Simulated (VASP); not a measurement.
# NaHF2 (R-3m) in VASP: notebook

NaHF2 is run at these levels: LDA; tasks: electric field gradients.

Everything below comes from runs of VASP 6.6.1. Logs are shortened: lines on timing, memory, paths and dates and some standing lists are left out, and cuts for length are marked.

## 1. The cell of the first run

It takes space group R-3m (No. 166, trigonal). The conventional cell has a = 3.388 Å, b = 3.388 Å, c = 13.917 Å, α = 90.00°, β = 90.00°, γ = 120.00°. Na (site symmetry -3m) has 6 F at 2.23 Å within 2.9 Å. Within 1.7 Å of H (site symmetry -3m) lie 2 F at 1.25 Å. F (site symmetry 3m) has 1 H at 1.25 Å within 1.7 Å.

## 2. Electric field gradients, LDA (equal xx and yy strain of -2 %)

INCAR reads:

```
SYSTEM = NaHF2
PREC = Accurate
ENCUT = 520
EDIFF = 1E-8
ISMEAR = -1
SIGMA = 0.02
LREAL = .False.
LASPH = .True.
NELM = 100
ALGO = Normal
ISIF = 2
LWAVE = .False.
LCHARG = .False.
LEFG = .True.
NBANDS = 19
```

KPOINTS reads:

```
Automatic mesh
0
Gamma
  10 10 10
  0 0 0
```

POSCAR reads:

```
NaHF2
1.0
    1.6938763128      0.9779599452      4.6388706988
   -1.6938763128      0.9779599452      4.6388706988
    0.0000000000     -1.9559198903      4.6388706988
Na H F
1 1 2
Direct
    0.0000000000      0.0000000000      0.0000000000
    0.5000000000      0.5000000000      0.5000000000
    0.4100000000      0.4100000000      0.4100000000
    0.5900000000      0.5900000000      0.5900000000
```

Potentials or basis: VASP PAW LDA potentials, release 64 (Na_pv, H, F).

Command:

```
> cat potpaw_LDA.64/Na_pv/POTCAR potpaw_LDA.64/H/POTCAR potpaw_LDA.64/F/POTCAR > POTCAR
> mpirun -np 1 vasp_std > vasp.out
```

OUTCAR:

```text
SYSTEM = NaHF2
   PREC = Accurate
   ENCUT = 520
   EDIFF = 1E-8
   ISMEAR = -1
   LREAL = .False.
   LASPH = .True.
   NELM = 100
   ISIF = 2

 ion  position               nearest neighbor table
   1  0.000  0.000  0.000-   4 2.23   4 2.23   3 2.23   3 2.23   4 2.23   3 2.23
   2  0.500  0.500  0.500-   3 1.25   4 1.25
   3  0.410  0.410  0.410-   2 1.25   1 2.23   1 2.23   1 2.23
   4  0.590  0.590  0.590-   2 1.25   1 2.23   1 2.23   1 2.23

  LATTYP: Found a trigonal (rhomboedric) cell.
 ALAT       =     5.0343563618
 COS(alpha) =     0.7735848533

  Lattice vectors:

 A1 = (   1.6938763128,   0.9779599452,   4.6388706988)
 A2 = (  -1.6938763128,   0.9779599452,   4.6388706988)
 A3 = (   0.0000000000,  -1.9559198903,   4.6388706988)

Analysis of symmetry for initial positions (statically):
=====================================================================
 Subroutine PRICEL returns:
 Original cell was already a primitive cell.

 Routine SETGRP: Setting up the symmetry group for a
 trigonal (rhombohedral) supercell.

 Subroutine GETGRP returns: Found 12 space group operations
 (whereof 12 operations were pure point group operations)
 out of a pool of 12 trial point group operations.

The static configuration has the point symmetry D_3d.

Analysis of symmetry for dynamics (positions and initial velocities):
=====================================================================
 Subroutine PRICEL returns:
 Original cell was already a primitive cell.

 Routine SETGRP: Setting up the symmetry group for a
 trigonal (rhombohedral) supercell.

 Subroutine GETGRP returns: Found 12 space group operations
 (whereof 12 operations were pure point group operations)
 out of a pool of 12 trial point group operations.

The dynamic configuration has the point symmetry D_3d.

 Subroutine INISYM returns: Found 12 space group operations
 (whereof 12 operations are pure point group operations),
 and found     1 'primitive' translations

----------------------------------------------------------------------------------------

                                     Primitive cell

  volume of cell :      46.1069

  direct lattice vectors                    reciprocal lattice vectors
     1.693876313  0.977959945  4.638870699     0.295180939  0.170422794  0.071856569
    -1.693876313  0.977959945  4.638870699    -0.295180939  0.170422794  0.071856569
     0.000000000 -1.955919890  4.638870699     0.000000000 -0.340845589  0.071856569

  length of vectors
     5.034356362  5.034356362  5.034356362     0.348337598  0.348337598  0.348337598

  position of ions in fractional coordinates (direct lattice)
     0.000000000  0.000000000  0.000000000
     0.500000000  0.500000000  0.500000000
     0.410000000  0.410000000  0.410000000
     0.590000000  0.590000000  0.590000000

  ion indices of the primitive-cell ions
   primitive index   ion index
                 1           1
                 2           2
                 3           3
                 4           4

----------------------------------------------------------------------------------------

 KPOINTS: Automatic mesh

Automatic generation of k-mesh.
 Grid dimensions read from file:
 generate k-points for:   10   10   10

 Generating k-lattice:

  Cartesian coordinates                     Fractional coordinates (reciprocal lattice)
     0.029518094  0.017042279  0.007185657     0.100000000  0.000000000  0.000000000
    -0.029518094  0.017042279  0.007185657     0.000000000  0.100000000  0.000000000
     0.000000000 -0.034084559  0.007185657     0.000000000  0.000000000  0.100000000

  Length of vectors
     0.034833760  0.034833760  0.034833760

  Shift w.r.t. Gamma in fractional coordinates (k-lattice)
     0.000000000  0.000000000  0.000000000

 Subroutine IBZKPT returns following result:
 ===========================================

 Found    116 irreducible k-points:

 Following reciprocal coordinates:
            Coordinates               Weight
  0.000000  0.000000  0.000000      1.000000
  0.100000  0.000000  0.000000      6.000000
  0.200000  0.000000  0.000000      6.000000
  0.300000  0.000000  0.000000      6.000000
  0.400000  0.000000  0.000000      6.000000
  0.500000  0.000000  0.000000      3.000000
[... 16 lines left out ...]
  0.300000  0.300000  0.000000      6.000000
  0.400000  0.300000  0.000000     12.000000
 [... further k-points ...]
   k-points           NKPTS =    116   k-points in BZ     NKDIM =    116   number of bands    NBANDS=     19
   number of dos      NEDOS =    301   number of ions     NIONS =      4
   total plane-waves  NPLWV =  64000
   dimension x,y,z NGX =    40 NGY =   40 NGZ =   40
   dimension x,y,z NGXF=    80 NGYF=   80 NGZF=   80
   ions per type =               1   1   2
   NGX,Y,Z   is equivalent  to a cutoff of  13.21, 13.21, 13.21 a.u.
   NGXF,Y,Z  is equivalent  to a cutoff of  26.42, 26.42, 26.42 a.u.
 SYSTEM =  NaHF2
   PREC   = accura    normal or accurate (medium, high low for compatibility)
   ISTART =      0    job   : 0-new  1-cont  2-samecut
   ICHARG =      2    charge: 1-file 2-atom 10-const
   ISPIN  =      1    spin polarized calculation?
   LNONCOLLINEAR =      F non collinear calculations
   LSORBIT =      F    spin-orbit coupling
   LASPH  =      T    aspherical Exc in radial PAW
   ENCUT  =  520.0 eV  38.22 Ry    6.18 a.u.   9.36  9.36  9.36*2*pi/ulx,y,z
   NELM   =    100;   NELMIN=  2; NELMDL= -5     # of ELM steps
   EDIFF  = 0.1E-07   stopping-criterion for ELM
   LREAL  =      F    real-space projection
   EDIFFG = 0.1E-06   stopping-criterion for IOM
   NSW    =      0    number of steps for IOM
   IBRION =     -1    ionic relax: 0-MD 1-quasi-New 2-CG
   NFREE  =      0    steps in history (QN), initial steepest desc. (CG)
   ISIF   =      2    stress and relaxation
   ISYM   =      2    0-nonsym 1-usesym 2-fastsym
   POTIM  = 0.5000    time-step for ionic-motion
   TEBEG  =    0.0;   TEEND  =   0.0 temperature during run
   PSTRESS=    0.0 pullay stress
   NELECT =      22.0000    total number of electrons
   NUPDOWN=      -1.0000    fix difference up-down
   EMIN   =  10.00;   EMAX   =-10.00  energy-range for DOS
   EFERMI =   0.00;   METHOD = LEGACY
   ISMEAR =    -1;   SIGMA  =   0.02  broadening in eV -4-tet -1-fermi 0-gaus
   EFERMI_NEDOS =   21; number of points for ismear=-14 and -15
   IALGO  =     38    algorithm
   IMIX   =      4    mixing-type and parameters
     AMIX     =   0.40;   BMIX     =  1.00
     AMIX_MAG =   1.60;   BMIX_MAG =  1.00
  volume/ion in A,a.u.               =      11.53        77.79
  Fermi-wavevector in a.u.,A,eV,Ry     =   1.279264  2.417459 22.266169  1.636517
  Thomas-Fermi vector in A             =   2.411760
   LORBIT       =      0    0 simple, 1 ext, 2 COOP (PROOUT), +10 PAW based schemes
   GGA     = CA    functional components
   LHFCALC =     F    Hartree Fock is set to
   AEXX    =    0.0000 exact exchange contribution
   IVDW    =     0    specifies the selected vdW correction
   LEPSILON=     F    determine dielectric tensor
   LRPA    =     F    only Hartree local field effects (RPA)
 non-spin polarized calculation
  energy-cutoff  :      520.00
  volume of cell :       46.11
 maximum number of plane-waves:      1266
 NGX is ok and might be reduce to    40
   NGX = 19   NGY = 19   NGZ = 19

 number of electron      21.9999996 magnetization

 Free energy of the ion-electron system (eV)
  ---------------------------------------------------
  ext. energy  EPLUGINS =         0.00000000
  ---------------------------------------------------
  free energy    TOTEN  =       -18.50446104 eV

  energy without entropy =      -18.50446104  energy(sigma->0) =      -18.50446104

 E-fermi :  -3.6070     XC(G=0):  -9.0300

 val. band max:       -4.1327681403   @ k =   0.5000   0.5000   0.5000
 cond. band min:       2.2814834815   @ k =   0.0000   0.0000   0.0000
 fundamental gap:      6.4142516218
 Fermi energy:        -3.6069599801

 k-point     1 :       0.0000    0.0000    0.0000
  band No.  band energies     occupation
      1     -23.8283      2.00000
      2     -23.2303      2.00000
      3     -22.0330      2.00000
      4     -22.0330      2.00000
      5     -21.7419      2.00000
      6      -8.6078      2.00000
[... 11 lines left out ...]
     18      17.2418      0.00000
     19      17.2418      0.00000
[... 489 lines left out ...]
      3     -22.0735      2.00000
      4     -22.0106      2.00000
      5     -21.7321      2.00000
      6      -8.1084      2.00000
[... 11 lines left out ...]
     18      15.6274      0.00000
     19      15.9814      0.00000

 [... further k-points ...]
[... 5 lines left out ...]
  --------------------------------------------------------------------------------------
  -------------------------------------------------------------------------------------
  Total       -0.0254542     -0.0254542     -5.1239757      0.0000000     -0.0000000      0.0000000
  in kB       -0.8845132     -0.8845132   -178.0538466      0.0000000     -0.0000000      0.0000000
  external PRESSURE =     -59.9409576 kB  Pullay stress =       0.0000000 kB

 VOLUME and BASIS-vectors are now :
 -----------------------------------------------------------------------------
  energy-cutoff  :      520.00
  volume of cell :       46.11
      direct lattice vectors                 reciprocal lattice vectors
     1.693876313  0.977959945  4.638870699     0.295180939  0.170422794  0.071856569
    -1.693876313  0.977959945  4.638870699    -0.295180939  0.170422794  0.071856569
     0.000000000 -1.955919890  4.638870699     0.000000000 -0.340845589  0.071856569

 POSITION                                       TOTAL-FORCE (eV/Angst)
 -----------------------------------------------------------------------------------
      0.00000      0.00000      0.00000        -0.000000     -0.000000     -0.000000
      0.00000      0.00000      6.95831         0.000000     -0.000000      0.000000
      0.00000      0.00000      5.70581        -0.000000      0.000000      2.230866
      0.00000      0.00000      8.21080        -0.000000     -0.000000     -2.230866
 -----------------------------------------------------------------------------------
    total drift:                                0.000000      0.000000     -0.000000

  FREE ENERGIE OF THE ION-ELECTRON SYSTEM (eV)
  ---------------------------------------------------
  free  energy   TOTEN  =       -18.5044610429 eV

  energy  without entropy=      -18.5044610429  energy(sigma->0) =      -18.50446104

 Electric field gradients (V/A^2)
---------------------------------------------------------------------
 ion       V_xx      V_yy      V_zz      V_xy      V_xz      V_yz
---------------------------------------------------------------------
   1      -4.071    -4.071     8.143    -0.000    -0.000    -0.000
   2       0.286     0.286    -0.572    -0.000     0.000     0.000
   3     -59.538   -59.538   119.076    -0.000     0.000    -0.000
   4     -59.538   -59.538   119.076     0.000    -0.000    -0.000
---------------------------------------------------------------------

 Electric field gradients after diagonalization (V/A^2)
 (convention: |V_zz| > |V_xx| > |V_yy|)
----------------------------------------------------------------------
 ion       V_xx      V_yy      V_zz     asymmetry (V_yy - V_xx)/ V_zz
----------------------------------------------------------------------
   1      -4.071    -4.071     8.143       0.000
   2       0.286     0.286    -0.572       0.000
   3     -59.538   -59.538   119.076       0.000
   4     -59.538   -59.538   119.076       0.000
----------------------------------------------------------------------

           NMR quadrupolar parameters

 Cq : quadrupolar parameter    Cq=e*Q*V_zz/h
 eta: asymmetry parameters     (V_yy - V_xx)/ V_zz
 Q  : nuclear electric quadrupole moment in mb (millibarn)
----------------------------------------------------------------------
 ion       Cq(MHz)       eta       Q (mb)
----------------------------------------------------------------------
   1       0.020       0.000       1.000
   2      -0.001       0.000       1.000
   3       0.288       0.000       1.000
   4       0.288       0.000       1.000
----------------------------------------------------------------------
```

Wall time 2.9 min (1 thread of AMD EPYC 9R45 (Zen 5), shared host); peak memory 0.21 GiB.

What came out:

| Item | Value |
| --- | --- |
| Free energy | -18.5045 eV |
| Pressure | -6.0 GPa |
| Largest force | 2.231 eV/Å |
| Band gap on the k mesh | 6.41 eV, indirect (least direct gap 6.71 eV) |

Forces on the atoms (eV/Å):
```
Na   0.000  0.000  0.000
H    0.000  0.000  0.000
F    0.000  0.000  2.231
F    0.000  0.000 -2.231
```

Electric field gradients, principal values (V/Å²):
```tsv
atom	least	middle	greatest (by size)
1 Na	-4.071	-4.071	8.143
2 H	0.286	0.286	-0.572
3 F	-59.538	-59.538	119.076
4 F	-59.538	-59.538	119.076
```

Caveat: the cell differs from its parent crystal (equal xx and yy strain of -2 %); without QUAD_EFG the Cq values of the log hold for a quadrupole moment of 1 mb, not for the nuclei; forces of over 1 eV/Å act on the atoms, so gaps and moduli don't describe the material at rest. A k mesh can miss the band edges.

(Continued in part 2 of 2.)
